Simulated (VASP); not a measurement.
# Ta2AlC2N (Cmmm) in VASP: a series of runs

Ta2AlC2N is run at these levels: PBE; tasks: single point, relaxation of cell and atoms.

Program: VASP 6.6.1. These are calculated values, not measurements. Logs are shortened: lines on timing, memory, paths and dates and some standing lists are left out, and cuts for length are marked.

### 1 The cell of the first run

The structure is orthorhombic, space group Cmmm (No. 65). Conventional cell: a = 6.070 Å, b = 7.234 Å, c = 3.241 Å, α = 90.00°, β = 90.00°, γ = 90.00°. Within 2.9 Å of Ta (site symmetry 2/m) lie 4 C at 2.22 Å and 2 N at 2.36 Å and 4 Al at 2.86 Å. Al (site symmetry mmm) has 2 C at 1.93 Å within 2.6 Å. C (site symmetry m2m) has 1 Al at 1.93 Å and 4 Ta at 2.22 Å and 2 N at 2.34 Å within 2.6 Å. Within 3.1 Å of N (site symmetry mmm) lie 4 C at 2.34 Å and 4 Ta at 2.36 Å.

The cell was built from a structure type or drawn by symmetry, and may not be a known phase.

### 2 Single point, PBE

Input file INCAR:

```
SYSTEM = Ta2AlC2N
ALGO = Normal
EDIFF = 1E-7
ENCUT = 520
GGA = PE
ISIF = 2
ISMEAR = 0
LASPH = .TRUE.
LCHARG = .FALSE.
LREAL = .FALSE.
LWAVE = .FALSE.
NBANDS = 28
NELM = 80
PREC = Accurate
SIGMA = 0.1
```

Input file KPOINTS:

```
k-points
0
G
  4 4 6
  0 0 0
```

Input file POSCAR:

```
Ta2AlC2N
1.0
    3.0351949706     -3.6170515563      0.0000000000
    3.0351949706      3.6170515563      0.0000000000
    0.0000000000      0.0000000000      3.2409483112
Ta Al C N
2 1 2 1
Direct
    0.0000000000      0.5000000000      0.5000000000
    0.5000000000      0.0000000000      0.5000000000
    0.5000000000      0.5000000000      0.0000000000
    0.2335504212      0.7664495788      0.0000000000
    0.7664495788      0.2335504212      0.0000000000
    0.0000000000      0.0000000000      0.5000000000
```

Potentials or basis: VASP PAW PBE potentials, release 64 (Ta_pv, Al, C, N).

Launch:

```sh
$ cat potpaw_PBE.64/Ta_pv/POTCAR potpaw_PBE.64/Al/POTCAR potpaw_PBE.64/C/POTCAR potpaw_PBE.64/N/POTCAR > POTCAR
$ mpirun -np 1 vasp_std > vasp.out
```

OUTCAR:

```text
SYSTEM = Ta2AlC2N
   EDIFF = 1E-7
   ENCUT = 520
   GGA = PE
   ISIF = 2
   ISMEAR = 0
   LASPH = .TRUE.
   LREAL = .FALSE.
   NELM = 80
   PREC = Accurate

 ion  position               nearest neighbor table
   1  0.000  0.500  0.500-   4 2.22   5 2.22   4 2.22   5 2.22   6 2.36   6 2.36   3 2.86   3 2.86
                             3 2.86   3 2.86   2 3.04   2 3.04
   2  0.500  0.000  0.500-   4 2.22   5 2.22   4 2.22   5 2.22   6 2.36   6 2.36   3 2.86   3 2.86
                             3 2.86   3 2.86   1 3.04   1 3.04
   3  0.500  0.500  0.000-   4 1.93   5 1.93   1 2.86   2 2.86   1 2.86   2 2.86   2 2.86   2 2.86
                             1 2.86   1 2.86
   4  0.234  0.766  0.000-   3 1.93   2 2.22   1 2.22   1 2.22   2 2.22
   5  0.766  0.234  0.000-   3 1.93   2 2.22   1 2.22   1 2.22   2 2.22
   6  0.000  0.000  0.500-   1 2.36   2 2.36   1 2.36   2 2.36

  LATTYP: Found a base centered orthorhombic cell.
 ALAT       =     6.0703899412
 B/A-ratio  =     1.1917031991
 C/A-ratio  =     0.5338945838

  Lattice vectors:

 A1 = (   3.0351949706,  -3.6170515563,   0.0000000000)
 A2 = (   3.0351949706,   3.6170515563,   0.0000000000)
 A3 = (   0.0000000000,   0.0000000000,   3.2409483112)

Analysis of symmetry for initial positions (statically):
=====================================================================
 Subroutine PRICEL returns:
 Original cell was already a primitive cell.

 Routine SETGRP: Setting up the symmetry group for a
 base centered orthorhombic supercell.

 Subroutine GETGRP returns: Found  8 space group operations
 (whereof  8 operations were pure point group operations)
 out of a pool of  8 trial point group operations.

The static configuration has the point symmetry D_2h.

Analysis of symmetry for dynamics (positions and initial velocities):
=====================================================================
 Subroutine PRICEL returns:
 Original cell was already a primitive cell.

 Routine SETGRP: Setting up the symmetry group for a
 base centered orthorhombic supercell.

 Subroutine GETGRP returns: Found  8 space group operations
 (whereof  8 operations were pure point group operations)
 out of a pool of  8 trial point group operations.

The dynamic configuration has the point symmetry D_2h.

 Subroutine INISYM returns: Found  8 space group operations
 (whereof  8 operations are pure point group operations),
 and found     1 'primitive' translations

[... 102 lines left out ...]
   EDIFF  = 0.1E-06   stopping-criterion for ELM
   LREAL  =      F    real-space projection
   EDIFFG = 0.1E-05   stopping-criterion for IOM
   NSW    =      0    number of steps for IOM
   IBRION =     -1    ionic relax: 0-MD 1-quasi-New 2-CG
   NFREE  =      0    steps in history (QN), initial steepest desc. (CG)
   ISIF   =      2    stress and relaxation
   ISYM   =      2    0-nonsym 1-usesym 2-fastsym
   POTIM  = 0.5000    time-step for ionic-motion
   TEBEG  =    0.0;   TEEND  =   0.0 temperature during run
   PSTRESS=    0.0 pullay stress
   NELECT =      38.0000    total number of electrons
   NUPDOWN=      -1.0000    fix difference up-down
   EMIN   =  10.00;   EMAX   =-10.00  energy-range for DOS
   EFERMI =   0.00;   METHOD = LEGACY
   ISMEAR =     0;   SIGMA  =   0.10  broadening in eV -4-tet -1-fermi 0-gaus
   EFERMI_NEDOS =   21; number of points for ismear=-14 and -15
   IALGO  =     38    algorithm
   IMIX   =      4    mixing-type and parameters
     AMIX     =   0.40;   BMIX     =  1.00
     AMIX_MAG =   1.60;   BMIX_MAG =  1.00
  volume/ion in A,a.u.               =      11.86        80.04
  Fermi-wavevector in a.u.,A,eV,Ry     =   1.328174  2.509884 24.001297  1.764046
  Thomas-Fermi vector in A             =   2.457431
   LORBIT       =      0    0 simple, 1 ext, 2 COOP (PROOUT), +10 PAW based schemes
   GGA     = PE    functional components
   LHFCALC =     F    Hartree Fock is set to
   AEXX    =    0.0000 exact exchange contribution
   IVDW    =     0    specifies the selected vdW correction
   LEPSILON=     F    determine dielectric tensor
   LRPA    =     F    only Hartree local field effects (RPA)
 non-spin polarized calculation
 Gauss-broadening in eV      SIGMA  =   0.10
  energy-cutoff  :      520.00
  volume of cell :       71.16
 maximum number of plane-waves:      1940
   NGX = 17   NGY = 17   NGZ = 13

 number of electron      38.0000010 magnetization

 Free energy of the ion-electron system (eV)
  ---------------------------------------------------
  ext. energy  EPLUGINS =         0.00000000
  ---------------------------------------------------
  free energy    TOTEN  =       -51.26250579 eV

  energy without entropy =      -51.25072034  energy(sigma->0) =      -51.25661306

 E-fermi :   7.0080     XC(G=0): -12.1098

 val. band max:        6.9824661389   @ k =   0.5000   0.5000   0.5000
 cond. band min:       7.0178211664   @ k =   0.0000   0.0000   0.0000
 fundamental gap:      0.0353550274
 Fermi energy:         7.0079928981

 k-point     1 :       0.0000    0.0000    0.0000
  band No.  band energies     occupation
      1     -28.2824      2.00000
      2     -27.9610      2.00000
      3     -27.9395      2.00000
      4     -27.8700      2.00000
      5     -27.7938      2.00000
      6     -27.7607      2.00000
[... 733 lines left out ...]
     27      12.9662      0.00000
     28      13.3006      0.00000

 [... further k-points ...]

------------------------ aborting loop because EDIFF is reached ----------------------------------------

  FORCE on cell =-STRESS in cart. coord.  units (eV):
  Direction    XX          YY          ZZ          XY          YZ          ZX
  --------------------------------------------------------------------------------------
  -------------------------------------------------------------------------------------
  Total        0.2858593      0.0679253      0.1897152     -0.0000000      0.0000000      0.0000000
  in kB        6.4360511      1.5293221      4.2713919     -0.0000000      0.0000000      0.0000000
  external PRESSURE =       4.0789217 kB  Pullay stress =       0.0000000 kB

 VOLUME and BASIS-vectors are now :
 -----------------------------------------------------------------------------
  energy-cutoff  :      520.00
  volume of cell :       71.16
      direct lattice vectors                 reciprocal lattice vectors
     3.035194971 -3.617051556  0.000000000     0.164734063 -0.138234137  0.000000000
     3.035194971  3.617051556  0.000000000     0.164734063  0.138234137  0.000000000
     0.000000000  0.000000000  3.240948311     0.000000000  0.000000000  0.308551666

 POSITION                                       TOTAL-FORCE (eV/Angst)
 -----------------------------------------------------------------------------------
      1.51760      1.80853      1.62047         0.000000     -0.000000      0.000000
      1.51760     -1.80853      1.62047        -0.000000     -0.000000      0.000000
      3.03519      0.00000      0.00000         0.000000     -0.000000      0.000000
      3.03519      1.92752      0.00000         0.000000      0.010876      0.000000
      3.03519     -1.92752      0.00000         0.000000     -0.010876      0.000000
      0.00000      0.00000      1.62047         0.000000      0.000000      0.000000
 -----------------------------------------------------------------------------------
    total drift:                                0.000000     -0.000000      0.000000

  FREE ENERGIE OF THE ION-ELECTRON SYSTEM (eV)
  ---------------------------------------------------
  free  energy   TOTEN  =       -51.2625057858 eV

  energy  without entropy=      -51.2507203353  energy(sigma->0) =      -51.25661306
```

stdout:

```text
POSCAR found type information on POSCAR TaAlC N
 POSCAR found :  4 types and       6 ions
 scaLAPACK will be used
 LDA part: xc-table for (Slater+PW92), standard interpolation
 POSCAR, INCAR and KPOINTS ok, starting setup
 FFT: planning ... GRIDC
 FFT: planning ... GRID_SOFT
 FFT: planning ... GRID
 WAVECAR not read
 entering main loop
```

Wall time 22 s (1 thread of Intel Xeon 6975P-C (Granite Rapids), shared host); peak memory 0.21 GiB.

Results:

```
Free energy            : -51.2625 eV
Pressure               : 0.4 GPa
Largest force          : 0.011 eV/Å
Band gap on the k mesh : zero (bands 19 and 20 overlap by 0.85 eV)
```

Forces in eV/Å, atoms in the order of the input:
```
Ta   0.000  0.000  0.000
Ta   0.000  0.000  0.000
Al   0.000  0.000  0.000
C    0.000  0.011  0.000
C    0.000 -0.011  0.000
N    0.000  0.000  0.000
```

Caveat: spin-orbit coupling is left out, which moves the levels of the heavy elements.

### 3 Single point, PBE

This run uses another cell than the first one, of 13.32 Å³/atom.

Input file INCAR:

```
ALGO = Normal
EDIFF = 1E-7
ENCUT = 520
GGA = PE
ISIF = 2
ISMEAR = 0
LASPH = True
LCHARG = True
LELF = True
LREAL = False
LVHAR = True
LWAVE = False
NBANDS = 28
NELM = 100
PREC = Accurate
SIGMA = 0.1
```

Input file KPOINTS:

```
k-points
0
Gamma
  4 4 6
```

Input file POSCAR:

```
Ta2AlC2N
1.0
    2.7300185000     -4.7267424200      0.0000000000
    2.7300185000      4.7267424200      0.0000000000
    0.0000000000      0.0000000000      3.0973289500
Ta Al C N
2 1 2 1
Direct
    0.0000000000      0.5000000000      0.5000000000
    0.5000000000      0.0000000000      0.5000000000
    0.5000000000      0.5000000000      0.0000000000
    0.1669560000      0.8330440000      0.0000000000
    0.8330440000      0.1669560000      0.0000000000
    0.0000000000      0.0000000000      0.5000000000
```

Potentials or basis: VASP PAW PBE potentials, release 64 (Ta_pv, Al, C, N).

Launch:

```sh
$ cat potpaw_PBE.64/Ta_pv/POTCAR potpaw_PBE.64/Al/POTCAR potpaw_PBE.64/C/POTCAR potpaw_PBE.64/N/POTCAR > POTCAR
$ mpirun -np 1 vasp_std > vasp.out
```

Run time: 36 s. Hardware: 1 thread of Intel Xeon 6975P-C (Granite Rapids), shared host; peak memory 0.23 GiB.

The run converged. Its results:

- Free energy: -48.0810 eV
- Pressure: -5.4 GPa
- Largest force: 0.461 eV/Å
- Band gap on the k mesh: zero (bands 19 and 20 overlap by 1.31 eV)

Forces in eV/Å, atoms in the order of the input:
```
Ta   0.000  0.000  0.000
Ta   0.000  0.000  0.000
Al   0.000  0.000  0.000
C    0.000 -0.461  0.000
C    0.000  0.461  0.000
N    0.000  0.000  0.000
```

Stress tensor (GPa, compression positive):
```
  5.85   0.00   0.00
  0.00 -15.21   0.00
  0.00   0.00  -6.78
```

Levels at points of the mesh, in eV from the Fermi level:
| k point | band 15 | band 16 | band 17 | band 18 | band 19 | band 20 | band 21 | band 22 | band 23 | band 24 |
| --- | --- | --- | --- | --- | --- | --- | --- | --- | --- | --- |
| (0.00, 0.00, 0.00) | -3.26 | -2.45 | -2.27 | -0.35 | 0.52 | 0.63 | 1.02 | 1.97 | 1.98 | 2.06 |
| (0.50, 0.00, 0.00) | -2.98 | -2.66 | -1.60 | -1.18 | -0.02 | 0.12 | 0.54 | 1.64 | 1.96 | 2.01 |
| (0.50, 0.50, 0.00) | -3.41 | -2.91 | -0.88 | -0.70 | -0.23 | 0.03 | 1.36 | 1.41 | 2.21 | 2.35 |
| (0.00, 0.00, 0.50) | -4.01 | -2.26 | -2.15 | -2.08 | -0.51 | 0.32 | 1.42 | 1.85 | 1.95 | 3.35 |
| (0.50, 0.00, 0.50) | -3.57 | -2.56 | -1.33 | -0.67 | -0.42 | -0.20 | 0.22 | 0.94 | 2.59 | 2.93 |
| (0.50, 0.50, 0.50) | -2.70 | -2.35 | -1.86 | -1.48 | -0.89 | -0.79 | 0.84 | 1.73 | 2.48 | 2.64 |

Caveat: the cell stands under tension; spin-orbit coupling is left out, which moves the levels of the heavy elements.

### 4 Relaxation of cell and atoms, PBE

This run uses another cell than the first one, of 13.32 Å³/atom.

Input file INCAR:

```
SYSTEM = Ta2AlC2N
  PREC = Accurate
  ENCUT = 600
  EDIFF = 1E-6
  ISMEAR = 0
  SIGMA = 0.1
  LREAL = .False.
  LASPH = .True.
  NELM = 60
  ALGO = Normal
  ISIF = 3
  LWAVE = .False.
  LCHARG = .False.
  GGA = PE
  IBRION = 2
  NSW = 90
  EDIFFG = -0.04
```

Input file KPOINTS:

```
Automatic mesh
0
Gamma
  4 4 6
  0 0 0
```

POSCAR is that of step 3.

Potentials or basis: VASP PAW PBE potentials, release 64 (Ta_pv, Al, C, N).

Launch:

```sh
$ cat potpaw_PBE.64/Ta_pv/POTCAR potpaw_PBE.64/Al/POTCAR potpaw_PBE.64/C/POTCAR potpaw_PBE.64/N/POTCAR > POTCAR
$ mpirun -np 1 vasp_std > vasp.out
```

OUTCAR:

```text
SYSTEM = Ta2AlC2N
   PREC = Accurate
   ENCUT = 600
   EDIFF = 1E-6
   ISMEAR = 0
   LREAL = .False.
   LASPH = .True.
   NELM = 60
   ISIF = 3
   GGA = PE
   IBRION = 2
   NSW = 90
   EDIFFG = -0.04

 ion  position               nearest neighbor table
   1  0.000  0.500  0.500-   4 2.21   5 2.21   4 2.21   5 2.21   2 2.73   2 2.73   3 3.14   3 3.14
                             3 3.14   3 3.14
   2  0.500  0.000  0.500-   4 2.21   5 2.21   4 2.21   5 2.21   1 2.73   1 2.73   3 3.14   3 3.14
                             3 3.14   3 3.14
   3  0.500  0.500  0.000-   1 3.14   2 3.14   1 3.14   2 3.14   2 3.14   2 3.14   1 3.14   1 3.14

   4  0.167  0.833  0.000-   1 2.21   2 2.21   1 2.21   2 2.21
   5  0.833  0.167  0.000-   1 2.21   2 2.21   1 2.21   2 2.21
   6  0.000  0.000  0.500-

  LATTYP: Found a base centered orthorhombic cell.
 ALAT       =     5.4600370000
 B/A-ratio  =     1.7313957470
[... 939 lines left out ...]
     23      15.1204      0.00000

 [... further k-points ...]

[... ionic steps 4 to 25 ...]

--------------------------------------- Ionic step       26  -------------------------------------------

 number of electron      38.0000003 magnetization

------------------------ aborting loop because EDIFF is reached ----------------------------------------
[... 75 lines left out ...]
--------------------------------------- Ionic step       28  -------------------------------------------

 number of electron      38.0000003 magnetization

 Free energy of the ion-electron system (eV)
  ---------------------------------------------------
  ext. energy  EPLUGINS =         0.00000000
  ---------------------------------------------------
  free energy    TOTEN  =       -51.27144701 eV

  energy without entropy =      -51.25937296  energy(sigma->0) =      -51.26540999

 E-fermi :   7.0245     XC(G=0): -12.1179

 val. band max:        6.9929504410   @ k =  -0.2500   0.2500   0.1667
 cond. band min:       7.0328934818   @ k =   0.0000   0.0000   0.0000
 fundamental gap:      0.0399430409
 Fermi energy:         7.0244703441

 k-point     1 :       0.0000    0.0000    0.0000
  band No.  band energies     occupation
      1     -28.2674      2.00000
      2     -27.9483      2.00000
      3     -27.9236      2.00000
      4     -27.8582      2.00000
      5     -27.7826      2.00000
      6     -27.7516      2.00000
[... 648 lines left out ...]
  FREE ENERGIE OF THE ION-ELECTRON SYSTEM (eV)
  ---------------------------------------------------
  free  energy   TOTEN  =       -51.2714470078 eV

  energy  without entropy=      -51.2593729626  energy(sigma->0) =      -51.26540999

 reached required accuracy - stopping structural energy minimisation
```

OSZICAR:

```text
N       E                     dE             d eps       ncg     rms          rms(c)
DAV:   1     0.297641152025E+03    0.29764E+03   -0.22032E+04  1296   0.178E+03
DAV:   2    -0.328985743807E+02   -0.33054E+03   -0.32510E+03  1494   0.428E+02
DAV:   3    -0.536771162296E+02   -0.20779E+02   -0.20315E+02  1778   0.909E+01
[... 283 lines left out ...]
DAV:   2    -0.512715815428E+02    0.22827E-04   -0.43661E-03  1655   0.365E-01    0.794E-02
DAV:   3    -0.512714899625E+02    0.91580E-04   -0.50007E-04  1735   0.113E-01    0.451E-02
DAV:   4    -0.512714482002E+02    0.41762E-04   -0.25770E-04  1755   0.826E-02    0.184E-02
DAV:   5    -0.512714470179E+02    0.11823E-05   -0.26570E-05  1554   0.312E-02    0.957E-03
DAV:   6    -0.512714470078E+02    0.10103E-07   -0.49645E-06  1520   0.119E-02
  28 F= -.51271447E+02 E0= -.51265410E+02  d E =-.495142E-03
```

Wall time 11 min (1 thread of Intel Xeon 6975P-C (Granite Rapids), shared host); peak memory 0.29 GiB.

Results:

| Property | Result |
| --- | --- |
| Free energy | -51.2714 eV |
| Relaxed volume | 11.85 Å³/atom |
| Relaxed cell | a = 4.715 Å, b = 4.715 Å, c = 3.244 Å, α = 90.00°, β = 90.00°, γ = 99.76° |
| Space group after relaxing (to 0.1 Å) | Cmmm (No. 65) |
| Energy gained by relaxing | 531.2 meV/atom |
| Ionic steps | 28 |
| Pressure after relaxing | 0.2 GPa |
| Band gap on the k mesh | zero (bands 19 and 20 overlap by 0.85 eV) |

Forces in eV/Å, atoms in the order of the input:
```
Ta   0.000  0.000  0.000
Ta   0.000  0.000  0.000
Al   0.000  0.000  0.000
C    0.000 -0.003  0.000
C    0.000  0.003  0.000
N    0.000  0.000  0.000
```

Stress tensor (GPa, compression positive):
```
0.28 0.00 0.00
0.00 0.27 0.00
0.00 0.00 0.00
```

The path:
| step | energy change (eV) | largest force (eV/Å) | pressure (GPa) | volume (Å³) |
| --- | --- | --- | --- | --- |
| 1 | 0.0000 | 0.4601 | -5.45 | 79.94 |
| 2 | -0.4974 | 0.2923 | 3.80 | 74.67 |
| 3 | -0.8621 | 0.2579 | 22.38 | 67.13 |
| 4 | -1.0113 | 0.4113 | 21.90 | 66.85 |
| 5 | -1.3794 | 0.9337 | 20.82 | 65.89 |
| 6 | -1.8269 | 1.7099 | 21.06 | 63.56 |
| 7 | 0.3588 | 0.5544 | 46.03 | 57.24 |
| 8 | -1.8230 | 1.9468 | 21.67 | 62.87 |
| 9 | -1.8145 | 2.0248 | 22.40 | 62.40 |
| 10 | -2.1138 | 2.0161 | 13.71 | 64.07 |
| 11 | -2.4150 | 1.8872 | -3.20 | 68.05 |
| 12 | -2.4171 | 1.8710 | -4.36 | 68.38 |
| 13 | -2.5581 | 1.6394 | -3.99 | 68.35 |
| 14 | -2.8630 | 0.8873 | -1.90 | 68.20 |
| 15 | -3.0554 | 0.4740 | 5.80 | 67.70 |
| 16 | -3.1491 | 0.0462 | -0.19 | 69.91 |
| 17 | -3.1569 | 0.1252 | -2.23 | 70.78 |
| 18 | -3.1738 | 0.2270 | 0.26 | 70.33 |
| 19 | -3.1738 | 0.2309 | 0.35 | 70.32 |
| 20 | -3.1791 | 0.1648 | 0.46 | 70.39 |
| 21 | -3.1839 | 0.0401 | 0.70 | 70.54 |
| 22 | -3.1840 | 0.0192 | 0.75 | 70.56 |
| 23 | -3.1849 | 0.0581 | -0.70 | 71.10 |
| 24 | -3.1850 | 0.0464 | -0.27 | 70.93 |
| 25 | -3.1861 | 0.0605 | -0.19 | 71.00 |
| 26 | -3.1867 | 0.0751 | -0.09 | 71.07 |
| 27 | -3.1868 | 0.0782 | -0.06 | 71.08 |
| 28 | -3.1873 | 0.0026 | 0.18 | 71.08 |

Final structure:
```xyz
6
Lattice="3.0387 -3.6057 0.0000 3.0387 3.6057 0.0000 0.0000 0.0000 3.2439" Properties=species:S:1:pos:R:3 pbc="T T T"
Ta    1.5193    1.8029    1.6219
Ta    1.5193   -1.8029    1.6219
Al    3.0387    0.0000    0.0000
C     3.0387    1.9283    0.0000
C     3.0387   -1.9283    0.0000
N     0.0000    0.0000    1.6219
```

Caveat: spin-orbit coupling is left out, which moves the levels of the heavy elements.

### 5 The runs side by side

```tsv
task	cell	cutoff (eV)	gap on the mesh (eV)	pressure (GPa)	largest force (eV/Å)
single point	a = 4.722, b = 4.722, c = 3.241 Å, angles 90.0, 90.0, 100.0°, 6 atoms, atomic positions A	520	none	0.4	0.01
single point	a = 5.458, b = 5.458, c = 3.097 Å, angles 90.0, 90.0, 120.0°, 6 atoms, atomic positions B	520	none	-5.4	0.46
relaxation of cell and atoms	relaxed from a = 5.458, b = 5.458, c = 3.097 Å, angles 90.0, 90.0, 120.0°, 6 atoms, atomic positions B	600	none	0.2	-
```

Alike in all rows: level PBE; potentials or basis VASP PAW PBE potentials, release 64 (Ta_pv, Al, C, N); no spin polarisation; k mesh 4 × 4 × 6; smearing gaussian 0.1 eV.

Caveats: spin-orbit coupling is left out, which moves the levels of the heavy elements; the cell stands under tension (at least some runs).

Total energies depend on the potentials used, so only differences within one code and one set of settings carry meaning.
